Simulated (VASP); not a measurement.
Crystal: NdHf.

```
Nd Hf
1.0
    -2.12068    2.12068    2.56062
     2.12068   -2.12068    2.56062
     2.12068    2.12068   -2.56062
Nd Hf
1 1
Direct
  0.00000 0.00000 0.00000
  0.50000 0.50000 0.00000
```

The cell was generated, and may not be a known phase.

```yaml
Program: VASP 6.6.1
Task: relaxation of cell and atoms
Functional: PBE
Potentials_or_basis: VASP PAW PBE potentials, release 64 (Nd_3, Hf_pv), 4f in core
Cutoff: 500 eV
k_mesh: 6 × 6 × 6
Occupations: gaussian, width 0.2 eV
Spin: no spin polarisation
```

At the start: pressure 23.9 GPa; volume 23.03 Å³/atom.

Where does the relaxation end?

Over 6 steps the energy falls by 598.5 meV/atom and the volume is 30.38 Å³/atom (+31.9 %); space group I4/mmm (No. 139, to 0.1 Å) before, Fm-3m (No. 225, to 0.1 Å).

Step by step:
```
step  energy change (eV)  largest force (eV/Å)  pressure (GPa)  volume (Å³)
   1              0.0000                0.0000           23.93        46.06
   2             -0.9675                0.0000           -5.32        71.96
   3             -1.1879                0.0000            0.28        60.41
   4             -1.1910                0.0000           -0.82        61.98
   5             -1.1916                0.0000           -0.56        61.60
   6             -1.1970                0.0000           -0.01        60.76
```

Final structure:
```xyz
2
Lattice="-2.2101 2.2101 3.1100 2.2101 -2.2101 3.1100 2.2101 2.2101 -3.1100" Properties=species:S:1:pos:R:3 pbc="T T T"
Nd    2.2101   -2.2101    3.1100
Hf    2.2101    2.2101    0.0000
```

Caveat: the volume moved by over 15 % at a fixed basis, so the end points are rough.
